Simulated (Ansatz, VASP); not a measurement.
# TaAs in VASP and in Ansatz

POSCAR

```
TaAs
1.0
    0.0000000000      2.6179549583      2.6179549583
    2.6179549583      0.0000000000      2.6179549583
    2.6179549583      2.6179549583      0.0000000000
Ta As
1 1
Direct
    0.5000000000      0.5000000000      0.5000000000
    0.0000000000      0.0000000000      0.0000000000
```

Contents of INCAR.step1:

```
PREC     = Accurate       # precision mode
ENCUT    = 520            # plane-wave cutoff, eV
ISMEAR   = 0              # smearing method
SIGMA    = 0.05           # smearing width, eV
LREAL    = False          # projectors in reciprocal space
LASPH    = True           # aspherical terms in the spheres
NELM     = 100            # most SCF steps
NBANDS   = 15             # bands
GGA      = PE             # functional
ALGO     = Normal         # electronic algorithm
EDIFF    = 1E-4           # SCF threshold, eV
LWAVE    = True           # write WAVECAR
LCHARG   = False          # write CHGCAR
```

Contents of INCAR.step2:

```
PREC     = Accurate       # precision mode
ENCUT    = 520            # plane-wave cutoff, eV
EDIFF    = 1E-6           # SCF threshold, eV
ISMEAR   = 0              # smearing method
SIGMA    = 0.05           # smearing width, eV
LREAL    = False          # projectors in reciprocal space
LASPH    = True           # aspherical terms in the spheres
NELM     = 100            # most SCF steps
ALGO     = Normal         # electronic algorithm
ISIF     = 2              # what is computed and relaxed
LWAVE    = False          # write WAVECAR
LCHARG   = False          # write CHGCAR
METAGGA  = R2SCAN         # meta-GGA
LMIXTAU  = True         
NBANDS   = 15             # bands
ISTART   = 1
```

KPOINTS

```
Automatic mesh
0
Gamma
  12 12 12
```

Input for Ansatz:

```yaml
crystal:
  lattice:
    - [0.0, 2.6179549583, 2.6179549583]
    - [2.6179549583, 0.0, 2.6179549583]
    - [2.6179549583, 2.6179549583, 0.0]
  atoms:
    - { symbol: Ta, position: [0.5, 0.5, 0.5] }
    - { symbol: As, position: [0.0, 0.0, 0.0] }
basis:
  ecutwfc: 500
  ecutrho_ratio: 4
kpoints:
  mp_grid: { grid: [12, 12, 12] }
hamiltonian:
  xc: r2scan
scf:
  occupations: { method: gaussian, width: 0.05 }
output:
  forces: true
  stress: true
  eigenvalues: true
```

Alike in both runs: task single point; functional r2SCAN; k mesh 12 × 12 × 12; occupations gaussian, width 0.05 eV; no spin polarisation.

```csv
,VASP,Ansatz
version,VASP 6.6.1,Ansatz 0.2.0
potentials or method,"VASP PAW PBE potentials, release 64 (Ta_pv, As), cutoff 520 eV","scalar-relativistic, plane waves, PAW"
valence electrons in the cell,16,28
```

```csv
,VASP,Ansatz,Ansatz less VASP
gap on the k mesh at the Fermi level (eV),none,none,-
pressure (GPa),0.8,0.3,-0.50
```

VASP's potentials were made for PBE, not for r2SCAN. A gap of «none» marks a metal or a gap that the smearing closes. VASP's potentials hold 16 valence electrons a cell and Ansatz's 28, so a difference there can come from the potentials and not from the codes.

Neither program's run includes spin-orbit coupling.
